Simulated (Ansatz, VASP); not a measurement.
## Two plane-wave programs on Cd2As

```
CELL_PARAMETERS angstrom
5.11427 0.00000 0.00000
-2.55713 4.42908 0.00000
0.00000 0.00000 2.98452
ATOMIC_POSITIONS crystal
Cd 0.33333 0.66667 0.50000
Cd 0.66667 0.33333 0.50000
As 0.00000 0.00000 0.00000
```

Alike in both runs: functional PBE; k mesh 12 × 12 × 16; occupations gaussian, width 0.1 eV; no spin polarisation.

Ansatz relaxed the structure, and its values are those at the end. VASP's run is a single point on that final structure, the one shown.

|  | VASP | Ansatz |
| --- | --- | --- |
| version | VASP 6.6.1 | Ansatz 0.2.0 |
| potentials or method | VASP PAW PBE potentials, release 64 (Cd, As), cutoff 520 eV | scalar-relativistic, plane waves, PAW |
| valence electrons in the cell | 29 | 55 |

Ansatz gave:

* gap on the k mesh at the Fermi level (eV): none
* pressure (GPa): 0.0

Question: Estimate VASP's values.

Answer: gap on the k mesh at the Fermi level (eV): none; pressure (GPa): 0.2.

A gap of «none» marks a metal or a gap that the smearing closes. With one functional, cell and mesh, what is left measures potentials, basis and numerics. VASP's potentials hold 29 valence electrons a cell and Ansatz's 55, so a difference there can come from the potentials and not from the codes.
